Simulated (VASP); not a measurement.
# Cu2O (Pn-3m) in VASP: notebook

The runs below take Cu2O through single point, relaxation of cell and atoms, with r2SCAN+rVV10, PBEsol.

All numbers are computed with VASP 6.6.1; they aren't measurements. Logs are shortened: lines on timing, memory, paths and dates and some standing lists are left out, and cuts for length are marked.

**1. The cell of the first run**

It takes space group Pn-3m (No. 224, cubic). Conventional cell: a = 4.229 Å, b = 4.229 Å, c = 4.229 Å, α = 90.00°, β = 90.00°, γ = 90.00°. Cu (site symmetry -3m) has 2 O at 1.83 Å within 2.4 Å. O (site symmetry -43m) has 4 Cu at 1.83 Å within 2.4 Å.

**2. Single point, r2SCAN+rVV10**

POSCAR

```
Cu2O
1.0
    4.2293227159      0.0000000000      0.0000000000
    0.0000000000      4.2293227159      0.0000000000
    0.0000000000      0.0000000000      4.2293227159
Cu O
4 2
Direct
    0.2500000000      0.2500000000      0.7500000000
    0.7500000000      0.2500000000      0.2500000000
    0.2500000000      0.7500000000      0.2500000000
    0.7500000000      0.7500000000      0.7500000000
    0.5000000000      0.5000000000      0.5000000000
    0.0000000000      0.0000000000      0.0000000000
```

INCAR.step1

```
SYSTEM = Cu2O
PREC     = Accurate       ! precision mode
ENCUT    = 660            ! plane-wave cutoff, eV
ISMEAR   = -1             ! smearing method
SIGMA    = 0.03           ! smearing width, eV
LREAL    = .False.        ! projectors in reciprocal space
LASPH    = .True.         ! aspherical terms in the spheres
NELM     = 120            ! most SCF steps
NBANDS   = 37             ! bands
GGA      = PE             ! functional
ALGO     = Normal         ! electronic algorithm
EDIFF    = 1E-5           ! SCF threshold, eV
LWAVE    = .True.         ! write WAVECAR
LCHARG   = .False.        ! write CHGCAR
GGA_COMPAT= .False.
```

INCAR.step2

```
SYSTEM = Cu2O
PREC     = Accurate       ! precision mode
ENCUT    = 660            ! plane-wave cutoff, eV
EDIFF    = 1E-6           ! SCF threshold, eV
ISMEAR   = -1             ! smearing method
SIGMA    = 0.03           ! smearing width, eV
LREAL    = .False.        ! projectors in reciprocal space
LASPH    = .True.         ! aspherical terms in the spheres
NELM     = 120            ! most SCF steps
ALGO     = Normal         ! electronic algorithm
ISIF     = 2              ! what is computed and relaxed
LWAVE    = .False.        ! write WAVECAR
LCHARG   = .False.        ! write CHGCAR
METAGGA  = R2SCAN         ! meta-GGA
LMIXTAU  = .True.       
LUSE_VDW = .True.       
IVDW_NL  = 2            
BPARAM   = 11.95        
CPARAM   = 0.0093       
NBANDS   = 37             ! bands
ISTART   = 1            
GGA_COMPAT= .False.
```

KPOINTS

```
regular mesh
0
Gamma
  6 6 6
  0 0 0
```

Potentials or basis: VASP PAW PBE potentials, release 64 (Cu, O).

Launch:

```
$ cat potpaw_PBE.64/Cu/POTCAR potpaw_PBE.64/O/POTCAR > POTCAR
$ cp INCAR.step1 INCAR
$ mpirun -np 1 vasp_std > vasp.out
$ cp INCAR.step2 INCAR
$ mpirun -np 1 vasp_std > vasp.out
```

OUTCAR:

```text
SYSTEM = Cu2O
   PREC = Accurate
   ENCUT = 660
   EDIFF = 1E-6
   ISMEAR = -1
   LREAL = .False.
   LASPH = .True.
   NELM = 120
   ISIF = 2
   METAGGA = R2SCAN
   IVDW_NL = 2
   BPARAM = 11.95
   ISTART = 1

 ion  position               nearest neighbor table
   1  0.250  0.250  0.750-   5 1.83   6 1.83
   2  0.750  0.250  0.250-   5 1.83   6 1.83
   3  0.250  0.750  0.250-   5 1.83   6 1.83
   4  0.750  0.750  0.750-   5 1.83   6 1.83
   5  0.500  0.500  0.500-   1 1.83   2 1.83   3 1.83   4 1.83
   6  0.000  0.000  0.000-   1 1.83   2 1.83   3 1.83   4 1.83

  LATTYP: Found a simple cubic cell.
 ALAT       =     4.2293227159

  Lattice vectors:

 A1 = (   4.2293227159,   0.0000000000,   0.0000000000)
 A2 = (   0.0000000000,   4.2293227159,   0.0000000000)
 A3 = (   0.0000000000,   0.0000000000,   4.2293227159)

Analysis of symmetry for initial positions (statically):
=====================================================================
 Subroutine PRICEL returns:
 Original cell was already a primitive cell.

 Routine SETGRP: Setting up the symmetry group for a
 simple cubic supercell.

 Subroutine GETGRP returns: Found 48 space group operations
 (whereof 24 operations were pure point group operations)
 out of a pool of 48 trial point group operations.

The static configuration has the point symmetry T_d .
 The point group associated with its full space group is O_h .

Analysis of symmetry for dynamics (positions and initial velocities):
=====================================================================
 Subroutine PRICEL returns:
 Original cell was already a primitive cell.

 Routine SETGRP: Setting up the symmetry group for a
 simple cubic supercell.

 Subroutine GETGRP returns: Found 48 space group operations
 (whereof 24 operations were pure point group operations)
 out of a pool of 48 trial point group operations.

The dynamic configuration has the point symmetry T_d .
 The point group associated with its full space group is O_h .

 Subroutine INISYM returns: Found 48 space group operations
 (whereof 24 operations are pure point group operations),
 and found     1 'primitive' translations

----------------------------------------------------------------------------------------

                                     Primitive cell

  volume of cell :      75.6506

  direct lattice vectors                    reciprocal lattice vectors
     4.229322716  0.000000000  0.000000000     0.236444478  0.000000000  0.000000000
     0.000000000  4.229322716  0.000000000     0.000000000  0.236444478  0.000000000
     0.000000000  0.000000000  4.229322716     0.000000000  0.000000000  0.236444478

  length of vectors
     4.229322716  4.229322716  4.229322716     0.236444478  0.236444478  0.236444478

  position of ions in fractional coordinates (direct lattice)
     0.250000000  0.250000000  0.750000000
     0.750000000  0.250000000  0.250000000
     0.250000000  0.750000000  0.250000000
     0.750000000  0.750000000  0.750000000
     0.500000000  0.500000000  0.500000000
     0.000000000  0.000000000  0.000000000

  ion indices of the primitive-cell ions
   primitive index   ion index
                 1           1
                 2           2
                 3           3
                 4           4
                 5           5
                 6           6

----------------------------------------------------------------------------------------

 KPOINTS: regular mesh

Automatic generation of k-mesh.
 Grid dimensions read from file:
 generate k-points for:    6    6    6

 Generating k-lattice:

  Cartesian coordinates                     Fractional coordinates (reciprocal lattice)
     0.039407413  0.000000000  0.000000000     0.166666667  0.000000000  0.000000000
     0.000000000  0.039407413  0.000000000     0.000000000  0.166666667  0.000000000
     0.000000000  0.000000000  0.039407413     0.000000000  0.000000000  0.166666667

  Length of vectors
     0.039407413  0.039407413  0.039407413

  Shift w.r.t. Gamma in fractional coordinates (k-lattice)
     0.000000000  0.000000000  0.000000000

 Subroutine IBZKPT returns following result:
 ===========================================

 Found     20 irreducible k-points:

 Following reciprocal coordinates:
            Coordinates               Weight
  0.000000  0.000000  0.000000      1.000000
  0.166667  0.000000  0.000000      6.000000
  0.333333  0.000000  0.000000      6.000000
  0.500000  0.000000  0.000000      3.000000
  0.166667  0.166667  0.000000     12.000000
  0.333333  0.166667  0.000000     24.000000
[... 12 lines left out ...]
  0.500000  0.500000  0.333333      6.000000
  0.500000  0.500000  0.500000      1.000000
   k-points           NKPTS =     20   k-points in BZ     NKDIM =     20   number of bands    NBANDS=     37
   number of dos      NEDOS =    301   number of ions     NIONS =      6
   total plane-waves  NPLWV =  46656
   dimension x,y,z NGX =    36 NGY =   36 NGZ =   36
   dimension x,y,z NGXF=    72 NGYF=   72 NGZF=   72
   ions per type =               4   2
   NGX,Y,Z   is equivalent  to a cutoff of  14.15, 14.15, 14.15 a.u.
   NGXF,Y,Z  is equivalent  to a cutoff of  28.30, 28.30, 28.30 a.u.
 SYSTEM =  Cu2O
   PREC   = accura    normal or accurate (medium, high low for compatibility)
   ISTART =      1    job   : 0-new  1-cont  2-samecut
   ICHARG =      0    charge: 1-file 2-atom 10-const
   ISPIN  =      1    spin polarized calculation?
   LNONCOLLINEAR =      F non collinear calculations
   LSORBIT =      F    spin-orbit coupling
   LASPH  =      T    aspherical Exc in radial PAW
   ENCUT  =  660.0 eV  48.51 Ry    6.96 a.u.   8.86  8.86  8.86*2*pi/ulx,y,z
   NELM   =    120;   NELMIN=  2; NELMDL=  0     # of ELM steps
   EDIFF  = 0.1E-05   stopping-criterion for ELM
   LREAL  =      F    real-space projection
   EDIFFG = 0.1E-04   stopping-criterion for IOM
   NSW    =      0    number of steps for IOM
   IBRION =     -1    ionic relax: 0-MD 1-quasi-New 2-CG
   NFREE  =      0    steps in history (QN), initial steepest desc. (CG)
   ISIF   =      2    stress and relaxation
   ISYM   =      2    0-nonsym 1-usesym 2-fastsym
   POTIM  = 0.5000    time-step for ionic-motion
   TEBEG  =    0.0;   TEEND  =   0.0 temperature during run
   PSTRESS=    0.0 pullay stress
   NELECT =      56.0000    total number of electrons
   NUPDOWN=      -1.0000    fix difference up-down
   EMIN   =  10.00;   EMAX   =-10.00  energy-range for DOS
   EFERMI =   0.00;   METHOD = LEGACY
   ISMEAR =    -1;   SIGMA  =   0.03  broadening in eV -4-tet -1-fermi 0-gaus
   EFERMI_NEDOS =   21; number of points for ismear=-14 and -15
   IALGO  =     38    algorithm
   IMIX   =      4    mixing-type and parameters
     AMIX     =   0.40;   BMIX     =  1.00
     AMIX_MAG =   1.60;   BMIX_MAG =  1.00
  volume/ion in A,a.u.               =      12.61        85.09
  Fermi-wavevector in a.u.,A,eV,Ry     =   1.480926  2.798544 29.839505  2.193142
  Thomas-Fermi vector in A             =   2.594900
   LORBIT       =      0    0 simple, 1 ext, 2 COOP (PROOUT), +10 PAW based schemes
   METAGGA = R2SCAN    functional components
   LHFCALC =     F    Hartree Fock is set to
   AEXX    =    0.0000 exact exchange contribution
   IVDW_NL    =     2    kernel type
   BPARAM     =11.9500
   IVDW    =     0    specifies the selected vdW correction
   LEPSILON=     F    determine dielectric tensor
   LRPA    =     F    only Hartree local field effects (RPA)
 non-spin polarized calculation
  energy-cutoff  :      660.00
  volume of cell :       75.65
 maximum number of plane-waves:      2945
 NGX is ok and might be reduce to    36
   NGX = 17   NGY = 17   NGZ = 17

 number of electron      56.0000016 magnetization

 Free energy of the ion-electron system (eV)
  ---------------------------------------------------
  ext. energy  EPLUGINS =         0.00000000
  ---------------------------------------------------
  free energy    TOTEN  =       -56.56306100 eV

  energy without entropy =      -56.56306098  energy(sigma->0) =      -56.56306099

 E-fermi :   5.2462     XC(G=0): -11.8129

 val. band max:        4.8214452117   @ k =   0.0000   0.0000   0.0000
 cond. band min:       5.6268810843   @ k =   0.0000   0.0000   0.0000
 fundamental gap:      0.8054358726
 Fermi energy:         5.2462022966

 k-point     1 :       0.0000    0.0000    0.0000
  band No.  band energies     occupation
      1     -16.6638      2.00000
      2     -15.9157      2.00000
      3      -2.8318      2.00000
      4      -2.8318      2.00000
      5      -2.8318      2.00000
      6      -0.3241      2.00000
[... 29 lines left out ...]
     36      14.6118      0.00000
     37      14.6118      0.00000

 k-point     2 :       0.1667    0.0000    0.0000
  band No.  band energies     occupation
      1     -16.6132      2.00000
      2     -15.9649      2.00000
      3      -2.7576      2.00000
      4      -2.7247      2.00000
      5      -2.7247      2.00000
      6      -0.8826      2.00000
[... 29 lines left out ...]
     36      14.0161      0.00000
     37      14.0161      0.00000

 k-point     3 :       0.3333    0.0000    0.0000
  band No.  band energies     occupation
      1     -16.4749      2.00000
      2     -16.1002      2.00000
      3      -2.5265      2.00000
      4      -2.4351      2.00000
      5      -2.4351      2.00000
      6      -1.5515      2.00000
[... 29 lines left out ...]
     36      13.2310      0.00000
     37      13.2310      0.00000
[... 601 lines left out ...]
 k-point    19 :       0.5000    0.5000    0.3333
  band No.  band energies     occupation
      1     -16.4616      2.00000
      2     -16.0336      2.00000
      3      -2.7737      2.00000
      4      -2.7737      2.00000
      5      -2.5649      2.00000
      6      -1.2769      2.00000
[... 29 lines left out ...]
     36      14.0149      0.00000
     37      18.5862      0.00000

 k-point    20 :       0.5000    0.5000    0.5000
  band No.  band energies     occupation
      1     -16.4891      2.00000
      2     -15.9939      2.00000
      3      -2.7186      2.00000
      4      -2.7186      2.00000
      5      -2.7186      2.00000
      6      -1.2216      2.00000
[... 29 lines left out ...]
     36      13.3203      0.00000
     37      19.5151      0.00000

------------------------ aborting loop because EDIFF is reached ----------------------------------------

  FORCE on cell =-STRESS in cart. coord.  units (eV):
  Direction    XX          YY          ZZ          XY          YZ          ZX
  --------------------------------------------------------------------------------------
  -------------------------------------------------------------------------------------
  Total        0.4816539      0.4816539      0.4816539      0.0000000     -0.0000000     -0.0000000
  in kB       10.2007757     10.2007757     10.2007757      0.0000000     -0.0000000     -0.0000000
  external PRESSURE =      10.2007757 kB  Pullay stress =       0.0000000 kB

 VOLUME and BASIS-vectors are now :
 -----------------------------------------------------------------------------
  energy-cutoff  :      660.00
  volume of cell :       75.65
      direct lattice vectors                 reciprocal lattice vectors
     4.229322716  0.000000000  0.000000000     0.236444478  0.000000000  0.000000000
     0.000000000  4.229322716  0.000000000     0.000000000  0.236444478  0.000000000
     0.000000000  0.000000000  4.229322716     0.000000000  0.000000000  0.236444478

 POSITION                                       TOTAL-FORCE (eV/Angst)
 -----------------------------------------------------------------------------------
      1.05733      1.05733      3.17199         0.000000     -0.000000      0.000000
      3.17199      1.05733      1.05733         0.000000      0.000000     -0.000000
      1.05733      3.17199      1.05733        -0.000000     -0.000000      0.000000
      3.17199      3.17199      3.17199        -0.000000      0.000000      0.000000
      2.11466      2.11466      2.11466        -0.000000     -0.000000     -0.000000
      0.00000      0.00000      0.00000        -0.000000      0.000000     -0.000000
 -----------------------------------------------------------------------------------
    total drift:                                0.000000     -0.000000      0.000000

  FREE ENERGIE OF THE ION-ELECTRON SYSTEM (eV)
  ---------------------------------------------------
  free  energy   TOTEN  =       -56.5630610027 eV

  energy  without entropy=      -56.5630609773  energy(sigma->0) =      -56.56306099
```

It took 2.2 min on 1 thread of Intel Xeon 6975P-C (Granite Rapids), shared host; peak memory 0.42 GiB.

Results:

| Item | Value |
| --- | --- |
| Free energy | -56.5631 eV |
| Pressure | 1.0 GPa |
| Band gap on the k mesh | 0.81 eV, direct |

Caveat: the PAW data sets were made with another functional, which shifts forces and pressure a little.

**3. Relaxation of cell and atoms, PBEsol**

This run uses another cell than the first one, of 12.76 Å³/atom, 1.012 times its volume.

INCAR

```
ALGO     = Normal         # electronic algorithm
EDIFF    = 1E-7           # SCF threshold, eV
EDIFFG   = -0.01          # ionic threshold
ENCUT    = 600            # plane-wave cutoff, eV
GGA      = PS             # functional
GGA_COMPAT= F            
IBRION   = 2              # ionic algorithm
ISIF     = 3              # what is computed and relaxed
ISMEAR   = -1             # smearing method
LASPH    = T              # aspherical terms in the spheres
LCHARG   = F              # write CHGCAR
LREAL    = F              # projectors in reciprocal space
LWAVE    = F              # write WAVECAR
NELM     = 120            # most SCF steps
NELMIN   = 4            
NSW      = 100            # ionic steps
PREC     = Accurate       # precision mode
SIGMA    = 0.03           # smearing width, eV
```

KPOINTS

```
k-points
0
Gamma
  6 6 6
```

Changes to POSCAR since step 2:

```diff
@@ -2,5 +2,5 @@
 1.0
-    4.2293227159      0.0000000000      0.0000000000
-    0.0000000000      4.2293227159      0.0000000000
-    0.0000000000      0.0000000000      4.2293227159
+    4.2466993200      0.0000000000      0.0000000000
+    0.0000000000      4.2466993200      0.0000000000
+    0.0000000000      0.0000000000      4.2466993200
 Cu O
```

Potentials or basis: VASP PAW PBE potentials, release 64 (Cu, O).

Launch:

```
$ cat potpaw_PBE.64/Cu/POTCAR potpaw_PBE.64/O/POTCAR > POTCAR
$ mpirun -np 1 vasp_std > vasp.out
```

It took 64 s on 1 thread of Intel Xeon 6975P-C (Granite Rapids), shared host; peak memory 0.23 GiB.

It converged, with:

* Free energy: -29.9714 eV
* Relaxed volume: 12.63 Å³/atom
* Relaxed cell: a = 4.231 Å, b = 4.231 Å, c = 4.231 Å, α = 90.00°, β = 90.00°, γ = 90.00°
* Space group after relaxing (to 0.05 Å): Pn-3m (No. 224)
* Energy gained by relaxing: 0.6 meV/atom
* Ionic steps: 3
* Pressure after relaxing: 0.0 GPa
* Band gap on the k mesh: 0.55 eV, direct

The path:
```csv
step,energy change (eV),largest force (eV/Å),pressure (GPa),volume (Å³)
1,0.0000,0.0000,-1.38,76.59
2,-0.0028,0.0000,0.64,75.38
3,-0.0036,0.0000,0.01,75.75
```

Final structure:
```xyz
6
Lattice="4.2313 0.0000 0.0000 0.0000 4.2313 0.0000 0.0000 0.0000 4.2313" Properties=species:S:1:pos:R:3 pbc="T T T"
Cu    1.0578    1.0578    3.1734
Cu    3.1734    1.0578    1.0578
Cu    1.0578    3.1734    1.0578
Cu    3.1734    3.1734    3.1734
O     2.1156    2.1156    2.1156
O     0.0000    0.0000    0.0000
```

Levels at points of the mesh, in eV from the valence-band top:
```tsv
k point	band 26	band 27	band 28	band 29	band 30	band 31
(0.00, 0.00, 0.00)	0.00	0.00	0.00	0.55	1.11	1.11
(0.50, 0.00, 0.00)	-1.23	-0.41	-0.41	2.29	2.29	4.18
(0.50, 0.50, 0.00)	-1.24	-0.68	-0.68	1.88	1.88	3.87
(0.50, 0.50, 0.50)	-0.59	-0.59	-0.59	2.37	2.37	2.37
```

Caveat: the PAW data sets were made with another functional, which shifts forces and pressure a little.

**4. Single point, r2SCAN+rVV10**

Changes to POSCAR since step 3:

```diff
@@ -2,5 +2,5 @@
 1.0
-    4.2466993200      0.0000000000      0.0000000000
-    0.0000000000      4.2466993200      0.0000000000
-    0.0000000000      0.0000000000      4.2466993200
+    4.2293227159      0.0000000000      0.0000000000
+    0.0000000000      4.2293227159      0.0000000000
+    0.0000000000      0.0000000000      4.2293227159
 Cu O
```

INCAR.step1

```
SYSTEM = Cu2O
  PREC = Accurate
  ENCUT = 660
  ISMEAR = -1
  SIGMA = 0.03
  LREAL = .FALSE.
  LASPH = .TRUE.
  NELM = 120
  NBANDS = 37
  GGA = PE
  ALGO = Normal
  EDIFF = 1E-5
  LWAVE = .TRUE.
  LCHARG = .FALSE.
  GGA_COMPAT = .FALSE.
```

INCAR.step2

```
SYSTEM = Cu2O
  PREC = Accurate
  ENCUT = 660
  EDIFF = 1E-6
  ISMEAR = -1
  SIGMA = 0.03
  LREAL = .FALSE.
  LASPH = .TRUE.
  NELM = 120
  ALGO = Normal
  ISIF = 2
  LWAVE = .FALSE.
  LCHARG = .FALSE.
  METAGGA = R2SCAN
  LMIXTAU = .TRUE.
  LUSE_VDW = .TRUE.
  IVDW_NL = 2
  BPARAM = 11.95
  CPARAM = 0.0093
  NBANDS = 37
  ISTART = 1
  GGA_COMPAT = .FALSE.
```

KPOINTS

```
regular mesh
0
G
  8 8 8
  0 0 0
```

Launch:

```
$ cat potpaw_PBE.64/Cu/POTCAR potpaw_PBE.64/O/POTCAR > POTCAR
$ cp INCAR.step1 INCAR
$ mpirun -np 1 vasp_std > vasp.out
$ cp INCAR.step2 INCAR
$ mpirun -np 1 vasp_std > vasp.out
```

Wall time 3.1 min (1 thread of Intel Xeon 6975P-C (Granite Rapids), shared host); peak memory 0.46 GiB.

It converged, with:

```
Free energy            : -56.5642 eV
Pressure               : 1.0 GPa
Band gap on the k mesh : 0.81 eV, direct
```

Levels at points of the mesh, in eV from the valence-band top:
```csv
k point,band 25,band 26,band 27,band 28,band 29,band 30,band 31,band 32
"(0.00, 0.00, 0.00)",-1.70,0.00,0.00,0.00,0.81,1.40,1.40,8.58
"(0.50, 0.00, 0.00)",-1.32,-1.32,-0.39,-0.39,2.57,2.57,4.50,4.50
"(0.50, 0.50, 0.00)",-1.33,-1.33,-0.68,-0.68,2.19,2.19,4.19,4.19
"(0.50, 0.50, 0.50)",-0.96,-0.61,-0.61,-0.61,2.68,2.68,2.68,5.33
```

Caveat: the PAW data sets were made with another functional, which shifts forces and pressure a little. A k mesh can miss the band edges.

**5. Summary**

| task | level | cell | k mesh | cutoff (eV) | gap on the mesh (eV) | pressure (GPa) |
| --- | --- | --- | --- | --- | --- | --- |
| single point | r2SCAN+rVV10 | a = 4.229 Å, 6 atoms | 6 × 6 × 6 | 660 | 0.81 | 1.0 |
| relaxation of cell and atoms | PBEsol | relaxed from a = 4.247 Å, 6 atoms | 6 × 6 × 6 | 600 | 0.55 | 0.0 |
| single point | r2SCAN+rVV10 | a = 4.229 Å, 6 atoms | 8 × 8 × 8 | 660 | 0.81 | 1.0 |

Alike in all rows: potentials or basis VASP PAW PBE potentials, release 64 (Cu, O); no spin polarisation; smearing fermi-dirac 0.03 eV.

Caveats: the PAW data sets were made with another functional, which shifts forces and pressure a little.

Absolute energies hang on the potentials; compare differences alone.
